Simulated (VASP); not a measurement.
# C (Fmmm) in VASP: notebook

Aim: see how the results for C move with the level of theory and the settings. Levels: LDA, PBEsol. Tasks: relaxation of cell and atoms.

Program: VASP 6.6.1. These are calculated values, not measurements. Logs are shortened: lines on timing, memory, paths and dates and some standing lists are left out, and cuts for length are marked.

## (1) The cell of the first run

The structure is orthorhombic, space group Fmmm (No. 69). Conventional cell: a = 2.456 Å, b = 4.254 Å, c = 6.696 Å, α = 90.00°, β = 90.00°, γ = 90.00°. Within 1.9 Å of C (site symmetry m2m) lie 3 C at 1.42 Å.

## (2) Relaxation of cell and atoms, LDA

The input, INCAR:

```
PREC     = Accurate       # precision mode
ENCUT    = 600            # plane-wave cutoff, eV
EDIFF    = 1E-6           # SCF threshold, eV
ISMEAR   = -1             # smearing method
SIGMA    = 0.1            # smearing width, eV
LREAL    = False          # projectors in reciprocal space
LASPH    = True           # aspherical terms in the spheres
NELM     = 60             # most SCF steps
ALGO     = Normal         # electronic algorithm
ISIF     = 3              # what is computed and relaxed
LWAVE    = False          # write WAVECAR
LCHARG   = False          # write CHGCAR
GGA      = CA             # functional
IBRION   = 2              # ionic algorithm
NSW      = 80             # ionic steps
EDIFFG   = -0.005         # ionic threshold
```

The input, KPOINTS:

```
regular mesh
0
Gamma
  15 15 15
```

The input, POSCAR:

```
C
1.0
    0.0000000000      2.1270000000      3.3480000000
    1.2280000000      0.0000000000      3.3480000000
    1.2280000000      2.1270000000      0.0000000000
C
2
Direct
    0.1666700000      0.8333300000      0.1666700000
    0.8333300000      0.1666700000      0.8333300000
```

Potentials or basis: VASP PAW LDA potentials, release 64 (C).

The run is started by

```bash
cat potpaw_LDA.64/C/POTCAR > POTCAR
mpirun -np 1 vasp_std > vasp.out
```

OUTCAR:

```text
PREC = Accurate
   ENCUT = 600
   EDIFF = 1E-6
   ISMEAR = -1
   LREAL = False
   LASPH = True
   NELM = 60
   ISIF = 3
   GGA = CA
   IBRION = 2
   NSW = 80
   EDIFFG = -0.005

 ion  position               nearest neighbor table
   1  0.167  0.833  0.167-   2 1.42   2 1.42   2 1.42
   2  0.833  0.167  0.833-   1 1.42   1 1.42   1 1.42

  LATTYP: Found a face centered orthorhombic cell.
 ALAT       =     2.4560000000
 B/A-ratio  =     1.7320846906
 C/A-ratio  =     2.7263843648

  Lattice vectors:

 A1 = (   0.0000000000,   2.1270000000,   3.3480000000)
 A2 = (   1.2280000000,   0.0000000000,   3.3480000000)
 A3 = (   1.2280000000,   2.1270000000,   0.0000000000)

Analysis of symmetry for initial positions (statically):
=====================================================================
 Subroutine PRICEL returns:
 Original cell was already a primitive cell.

 Routine SETGRP: Setting up the symmetry group for a
 face centered orthorhombic supercell.

 Subroutine GETGRP returns: Found  8 space group operations
 (whereof  8 operations were pure point group operations)
 out of a pool of  8 trial point group operations.

The static configuration has the point symmetry D_2h.

Analysis of symmetry for dynamics (positions and initial velocities):
=====================================================================
 Subroutine PRICEL returns:
 Original cell was already a primitive cell.

 Routine SETGRP: Setting up the symmetry group for a
 face centered orthorhombic supercell.

 Subroutine GETGRP returns: Found  8 space group operations
 (whereof  8 operations were pure point group operations)
 out of a pool of  8 trial point group operations.

The dynamic configuration has the point symmetry D_2h.

 Subroutine INISYM returns: Found  8 space group operations
 (whereof  8 operations are pure point group operations),
 and found     1 'primitive' translations

----------------------------------------------------------------------------------------

                                     Primitive cell

  volume of cell :      17.4897

  direct lattice vectors                    reciprocal lattice vectors
     0.000000000  2.127000000  3.348000000    -0.407166124  0.235072873  0.149342891
     1.228000000  0.000000000  3.348000000     0.407166124 -0.235072873  0.149342891
     1.228000000  2.127000000  0.000000000     0.407166124  0.235072873 -0.149342891

  length of vectors
     3.966513961  3.566102635  2.456036034     0.493301943  0.493301943  0.493301943

  position of ions in fractional coordinates (direct lattice)
     0.166670000  0.833330000  0.166670000
     0.833330000  0.166670000  0.833330000

  ion indices of the primitive-cell ions
   primitive index   ion index
                 1           1
                 2           2

----------------------------------------------------------------------------------------

 KPOINTS: regular mesh

Automatic generation of k-mesh.
 Grid dimensions read from file:
 generate k-points for:   15   15   15

 Generating k-lattice:

  Cartesian coordinates                     Fractional coordinates (reciprocal lattice)
    -0.027144408  0.015671525  0.009956193     0.066666667  0.000000000  0.000000000
     0.027144408 -0.015671525  0.009956193     0.000000000  0.066666667  0.000000000
     0.027144408  0.015671525 -0.009956193     0.000000000  0.000000000  0.066666667

  Length of vectors
     0.032886796  0.032886796  0.032886796

  Shift w.r.t. Gamma in fractional coordinates (k-lattice)
     0.000000000  0.000000000  0.000000000

 Subroutine IBZKPT returns following result:
 ===========================================

 Found    512 irreducible k-points:

 Following reciprocal coordinates:
            Coordinates               Weight
  0.000000  0.000000  0.000000      1.000000
  0.066667 -0.000000  0.000000      8.000000
  0.133333  0.000000 -0.000000      8.000000
  0.200000 -0.000000  0.000000      8.000000
  0.266667  0.000000 -0.000000      8.000000
  0.333333  0.000000 -0.000000      8.000000
[... 16 lines left out ...]
  0.133333  0.133333  0.000000      2.000000
  0.200000  0.133333  0.000000      8.000000
 [... further k-points ...]
   k-points           NKPTS =    512   k-points in BZ     NKDIM =    512   number of bands    NBANDS=      8
   number of dos      NEDOS =    301   number of ions     NIONS =      2
   total plane-waves  NPLWV =  17920
   dimension x,y,z NGX =    32 NGY =   28 NGZ =   20
   dimension x,y,z NGXF=    64 NGYF=   56 NGZF=   40
   ions per type =               2
   NGX,Y,Z   is equivalent  to a cutoff of  13.41, 13.05, 13.54 a.u.
   NGXF,Y,Z  is equivalent  to a cutoff of  26.82, 26.11, 27.08 a.u.
 SYSTEM =  unknown system
   PREC   = accura    normal or accurate (medium, high low for compatibility)
   ISTART =      0    job   : 0-new  1-cont  2-samecut
   ICHARG =      2    charge: 1-file 2-atom 10-const
   ISPIN  =      1    spin polarized calculation?
   LNONCOLLINEAR =      F non collinear calculations
   LSORBIT =      F    spin-orbit coupling
   LASPH  =      T    aspherical Exc in radial PAW
   ENCUT  =  600.0 eV  44.10 Ry    6.64 a.u.   7.92  7.12  4.91*2*pi/ulx,y,z
   NELM   =     60;   NELMIN=  2; NELMDL= -5     # of ELM steps
   EDIFF  = 0.1E-05   stopping-criterion for ELM
   LREAL  =      F    real-space projection
   EDIFFG = -.5E-02   stopping-criterion for IOM
   NSW    =     80    number of steps for IOM
   IBRION =      2    ionic relax: 0-MD 1-quasi-New 2-CG
   NFREE  =      1    steps in history (QN), initial steepest desc. (CG)
   ISIF   =      3    stress and relaxation
   ISYM   =      2    0-nonsym 1-usesym 2-fastsym
   POTIM  = 0.5000    time-step for ionic-motion
   TEBEG  =    0.0;   TEEND  =   0.0 temperature during run
   PSTRESS=    0.0 pullay stress
   NELECT =       8.0000    total number of electrons
   NUPDOWN=      -1.0000    fix difference up-down
   EMIN   =  10.00;   EMAX   =-10.00  energy-range for DOS
   EFERMI =   0.00;   METHOD = LEGACY
   ISMEAR =    -1;   SIGMA  =   0.10  broadening in eV -4-tet -1-fermi 0-gaus
   EFERMI_NEDOS =   21; number of points for ismear=-14 and -15
   IALGO  =     38    algorithm
   IMIX   =      4    mixing-type and parameters
     AMIX     =   0.40;   BMIX     =  1.00
     AMIX_MAG =   1.60;   BMIX_MAG =  1.00
  volume/ion in A,a.u.               =       8.74        59.01
  Fermi-wavevector in a.u.,A,eV,Ry     =   1.261376  2.383654 21.647797  1.591068
  Thomas-Fermi vector in A             =   2.394838
   LORBIT       =      0    0 simple, 1 ext, 2 COOP (PROOUT), +10 PAW based schemes
   GGA     = CA    functional components
   LHFCALC =     F    Hartree Fock is set to
   AEXX    =    0.0000 exact exchange contribution
   IVDW    =     0    specifies the selected vdW correction
   LEPSILON=     F    determine dielectric tensor
   LRPA    =     F    only Hartree local field effects (RPA)
 conjugate gradient relaxation of ions
 non-spin polarized calculation
  energy-cutoff  :      600.00
  volume of cell :       17.49
 maximum number of plane-waves:       599
   NGX = 15   NGY = 15   NGZ =  9

--------------------------------------- Ionic step        1  -------------------------------------------

 number of electron       8.0000000 magnetization

 Free energy of the ion-electron system (eV)
  ---------------------------------------------------
  ext. energy  EPLUGINS =         0.00000000
  ---------------------------------------------------
  free energy    TOTEN  =       -20.22544699 eV

  energy without entropy =      -20.22422074  energy(sigma->0) =      -20.22483386

------------------------ aborting loop because EDIFF is reached ----------------------------------------

  FORCE on cell =-STRESS in cart. coord.  units (eV):
  Direction    XX          YY          ZZ          XY          YZ          ZX
  --------------------------------------------------------------------------------------
  -------------------------------------------------------------------------------------
  Total       -0.5296489     -0.5898215     -0.0257357      0.0000000      0.0000000      0.0000000
  in kB      -48.5196152    -54.0318507     -2.3575712      0.0000000      0.0000000      0.0000000
  external PRESSURE =     -34.9696790 kB  Pullay stress =       0.0000000 kB
[... 89 lines left out ...]
  FREE ENERGIE OF THE ION-ELECTRON SYSTEM (eV)
  ---------------------------------------------------
  free  energy   TOTEN  =       -20.2277290794 eV

  energy  without entropy=      -20.2265096487  energy(sigma->0) =      -20.22711936

[... ionic steps 4 to 17 ...]

--------------------------------------- Ionic step       18  -------------------------------------------

 number of electron       8.0000000 magnetization

------------------------ aborting loop because EDIFF is reached ----------------------------------------

  FORCE on cell =-STRESS in cart. coord.  units (eV):
  Direction    XX          YY          ZZ          XY          YZ          ZX
  --------------------------------------------------------------------------------------
  -------------------------------------------------------------------------------------
  Total        0.0092825     -0.0036500     -0.0125038      0.0000000      0.0000000      0.0000000
  in kB        0.8646252     -0.3399849     -1.1646711      0.0000000      0.0000000      0.0000000
  external PRESSURE =      -0.2133436 kB  Pullay stress =       0.0000000 kB
[... 57 lines left out ...]
  energy  without entropy=      -20.2266668047  energy(sigma->0) =      -20.22726680

--------------------------------------- Ionic step       20  -------------------------------------------

 number of electron       8.0000000 magnetization

 Free energy of the ion-electron system (eV)
  ---------------------------------------------------
  ext. energy  EPLUGINS =         0.00000000
  ---------------------------------------------------
  free energy    TOTEN  =       -20.22786802 eV

  energy without entropy =      -20.22666744  energy(sigma->0) =      -20.22726773

 E-fermi :   4.7835     XC(G=0): -10.8694

 val. band max:        4.7597559442   @ k =  -0.2667   0.0667   0.3333
 cond. band min:       4.8587375485   @ k =  -0.2000   0.1333   0.3333
 fundamental gap:      0.0989816043
 Fermi energy:         4.7835225400

 k-point     1 :       0.0000    0.0000    0.0000
  band No.  band energies     occupation
      1     -14.8373      2.00000
      2      -1.8395      2.00000
      3       1.8051      2.00000
      4       1.8197      2.00000
      5       8.6839      0.00000
      6      13.2340      0.00000
      7      13.3060      0.00000
      8      16.3633      0.00000
[... 243 lines left out ...]
 k-point    24 :       0.2000    0.1333    0.0000
  band No.  band energies     occupation
      1     -14.6494      2.00000
      2      -2.3484      2.00000
      3       1.3944      2.00000
      4       1.5818      2.00000
      5      10.1466      0.00000
      6      13.3277      0.00000
      7      13.7102      0.00000
      8      16.0192      0.00000

 [... further k-points ...]

------------------------ aborting loop because EDIFF is reached ----------------------------------------

  FORCE on cell =-STRESS in cart. coord.  units (eV):
  Direction    XX          YY          ZZ          XY          YZ          ZX
  --------------------------------------------------------------------------------------
  -------------------------------------------------------------------------------------
  Total       -0.0005911      0.0068206     -0.0018858     -0.0000000      0.0000000      0.0000000
  in kB       -0.0550688      0.6354409     -0.1756961     -0.0000000      0.0000000      0.0000000
  external PRESSURE =       0.1348920 kB  Pullay stress =       0.0000000 kB
[... 17 lines left out ...]
  FREE ENERGIE OF THE ION-ELECTRON SYSTEM (eV)
  ---------------------------------------------------
  free  energy   TOTEN  =       -20.2278680175 eV

  energy  without entropy=      -20.2266674364  energy(sigma->0) =      -20.22726773

 reached required accuracy - stopping structural energy minimisation
```

Run time: 6.8 min. Hardware: 1 thread of Intel Xeon Platinum 8259CL at 2.50GHz (Skylake/Cascade Lake), shared host; peak memory 0.18 GiB.

Results:

```yaml
Free_energy: -20.2279 eV
Relaxed_volume: 8.60 Å³/atom
Relaxed_cell: a = 3.937 Å, b = 3.537 Å, c = 2.446 Å, α = 80.04°, β = 62.25°, γ = 37.72°
Space_group_after_relaxing_to_0.05_Å: Fmmm (No. 69)
Energy_gained_by_relaxing: 1.2 meV/atom
Ionic_steps: 20
Pressure_after_relaxing: 0.0 GPa
Largest_force_after_relaxing: 0.003 eV/Å
Band_gap_on_the_k_mesh: 0.10 eV, indirect (the least direct gap lies 4.3 meV higher)
```

Forces on the atoms (eV/Å):
```
C    0.000 -0.003  0.000
C    0.000  0.003  0.000
```

The path:
| step | energy change (eV) | largest force (eV/Å) | pressure (GPa) | volume (Å³) |
| --- | --- | --- | --- | --- |
| 1 | 0.0000 | 0.0029 | -3.50 | 17.49 |
| 2 | 0.0106 | 0.0084 | 8.45 | 17.01 |
| 3 | -0.0023 | 0.0044 | -0.13 | 17.35 |
| 4 | -0.0023 | 0.0040 | -0.06 | 17.34 |
| 5 | -0.0023 | 0.0101 | -0.04 | 17.33 |
| 6 | -0.0023 | 0.0244 | -0.04 | 17.32 |
| 7 | -0.0023 | 0.0198 | -0.06 | 17.32 |
| 8 | -0.0023 | 0.0065 | -0.07 | 17.31 |
| 9 | -0.0023 | 0.0203 | -0.11 | 17.29 |
| 10 | -0.0024 | 0.0179 | -0.13 | 17.29 |
| 11 | -0.0024 | 0.0111 | -0.11 | 17.27 |
| 12 | -0.0024 | 0.0024 | -0.09 | 17.23 |
| 13 | -0.0024 | 0.0037 | -0.13 | 17.23 |
| 14 | -0.0024 | 0.0062 | -0.12 | 17.22 |
| 15 | -0.0024 | 0.0071 | -0.13 | 17.22 |
| 16 | -0.0024 | 0.0003 | -0.04 | 17.21 |
| 17 | -0.0024 | 0.0043 | 0.01 | 17.20 |
| 18 | -0.0024 | 0.0011 | -0.02 | 17.20 |
| 19 | -0.0024 | 0.0064 | 0.02 | 17.19 |
| 20 | -0.0024 | 0.0033 | 0.01 | 17.20 |

Final structure:
```cif
data_structure
_symmetry_space_group_name_H-M 'P 1'
_symmetry_Int_Tables_number 1
_cell_length_a 3.9370
_cell_length_b 3.5374
_cell_length_c 2.4455
_cell_angle_alpha 80.036
_cell_angle_beta 62.245
_cell_angle_gamma 37.719
_cell_volume 17.20
loop_
_atom_site_label
_atom_site_type_symbol
_atom_site_fract_x
_atom_site_fract_y
_atom_site_fract_z
_atom_site_occupancy
C1 C 0.16670 0.83330 0.16670 1
C2 C 0.83330 0.16670 0.83330 1
```

A k mesh can miss the band edges. Zero-point motion and thermal expansion aren't in these numbers.

## (3) Relaxation of cell and atoms, PBEsol

The input, INCAR:

```
SYSTEM = C
  PREC = Accurate
  ENCUT = 600
  EDIFF = 1E-6
  ISMEAR = -1
  SIGMA = 0.1
  LREAL = .FALSE.
  LASPH = .TRUE.
  NELM = 100
  ALGO = Normal
  ISIF = 3
  LWAVE = .FALSE.
  LCHARG = .FALSE.
  GGA = PS
  IBRION = 2
  NSW = 80
  EDIFFG = -0.005
```

The input, KPOINTS:

```
regular mesh
0
G
  15 15 15
  0 0 0
```

POSCAR is that of step 2.

Potentials or basis: VASP PAW PBE potentials, release 64 (C).

The run is started by

```bash
cat potpaw_PBE.64/C/POTCAR > POTCAR
mpirun -np 1 vasp_std > vasp.out
```

Wall time 14 min (1 thread of Intel Xeon Platinum 8259CL at 2.50GHz (Skylake/Cascade Lake), shared host); peak memory 0.2 GiB.

The run converged. Its results:

| Item | Value |
| --- | --- |
| Free energy | -19.2907 eV |
| Relaxed volume | 9.43 Å³/atom |
| Relaxed cell | a = 4.183 Å, b = 3.804 Å, c = 2.460 Å, α = 80.69°, β = 63.83°, γ = 35.47° |
| Space group after relaxing (to 0.05 Å) | Fmmm (No. 69) |
| Energy gained by relaxing | 2.6 meV/atom |
| Ionic steps | 42 |
| Pressure after relaxing | 0.0 GPa |
| Band gap on the k mesh | 0.06 eV, indirect (the least direct gap lies 2.0 meV higher) |

Stress tensor (GPa, compression positive):
```
-0.06  0.00  0.00
 0.00  0.04  0.00
 0.00  0.00 -0.04
```

The path:
```tsv
step	energy change (eV)	largest force (eV/Å)	pressure (GPa)	volume (Å³)
1	0.0000	0.0012	1.71	17.49
3	-0.0005	0.0059	0.11	17.58
5	-0.0026	0.0873	0.04	17.89
7	-0.0038	0.1938	0.01	18.39
9	-0.0047	0.0970	0.19	18.62
11	-0.0052	0.0365	0.08	18.74
13	-0.0052	0.0245	0.07	18.76
15	-0.0052	0.0058	0.07	18.77
17	-0.0052	0.0104	0.00	18.78
19	-0.0052	0.0062	-0.02	18.78
21	-0.0052	0.0083	-0.01	18.78
23	-0.0052	0.0003	0.03	18.78
25	-0.0052	0.0041	0.06	18.78
27	-0.0052	0.0014	0.08	18.78
29	-0.0052	0.0077	-0.01	18.80
31	-0.0052	0.0124	-0.03	18.81
33	-0.0052	0.0155	-0.05	18.81
35	-0.0052	0.0098	-0.08	18.82
37	-0.0052	0.0126	-0.16	18.87
39	-0.0052	0.0072	-0.13	18.86
41	-0.0052	0.0037	-0.02	18.87
42	-0.0052	0.0006	-0.02	18.87
```

Final structure:
```
C
1.0
     0.00000    2.13015    3.60005
     1.23031    0.00000    3.60005
     1.23031    2.13015    0.00000
C
2
Direct
  0.16668 0.83332 0.16668
  0.83332 0.16668 0.83332
```

Levels at points of the mesh, in eV from the valence-band top:
```tsv
k point	band 2	band 3	band 4	band 5	band 6	band 7
(0.00, 0.00, 0.00)	-6.94	-2.97	-2.96	3.57	8.36	8.39
```

Caveat: the PAW data sets were made with another functional, which shifts forces and pressure a little. A k mesh can miss the band edges.
